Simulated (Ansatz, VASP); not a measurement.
**CdTe: VASP and Ansatz over several settings**

```
CELL_PARAMETERS angstrom
0.00000 3.22623 3.22623
3.22623 0.00000 3.22623
3.22623 3.22623 0.00000
ATOMIC_POSITIONS crystal
Te 0.75000 0.75000 0.75000
Cd 0.00000 0.00000 0.00000
```

Single points on this cell with VASP 6.6.1 and Ansatz 0.2.0. Each row is one pair of runs. Alike in all rows: smearing: fermi-dirac, width 0.05 eV; VASP's potentials, cutoff: VASP PAW PBE potentials, release 64 (Te, Cd), 520 eV.

| level | spin | k mesh | Ansatz's potentials, cutoff | gap on the k mesh at the Fermi level (eV), VASP | gap on the k mesh at the Fermi level (eV), Ansatz | least direct gap on the mesh (eV), VASP | least direct gap on the mesh (eV), Ansatz | pressure (GPa), VASP | pressure (GPa), Ansatz |
| --- | --- | --- | --- | --- | --- | --- | --- | --- | --- |
| PBEsol-based screened hybrid | off | 4 × 4 × 4 | Ansatz PAW, 420 eV | 1.48 | 1.57 | 1.48 | 1.57 | 0.7 | 0.7 |
| r2SCAN+D3(BJ) | off | 7 × 7 × 7 | Ansatz PAW, 500 eV | 1.32 | 1.32 | 1.32 | 1.32 | 1.5 | 1.4 |
| PBE0 | off | 4 × 4 × 4 | Ansatz PAW, 420 eV | 2.29 | 2.34 | 2.29 | 2.34 | 2.3 | 2.4 |
| PBEsol | non-collinear, zero start, SOC | 7 × 7 × 7 | Ansatz PAW, 420 eV | - | - | - | - | 0.9 | 0.8 |

Gap on the k mesh at the fermi level (eV): the two programs differ by at most 0.089; least direct gap on the mesh (eV): the two programs differ by at most 0.089; pressure (GPa): the two programs differ by at most 0.2.

VASP's potentials hold 18 valence electrons a cell and Ansatz's 36, so a difference there can come from the potentials and not from the codes.

The k mesh is coarse in some rows, so the values compare programs but aren't converged. Noted on Ansatz's runs: odd divisions of the mesh miss points on the zone boundary, where band edges often lie, so the gap on the mesh can be too wide.
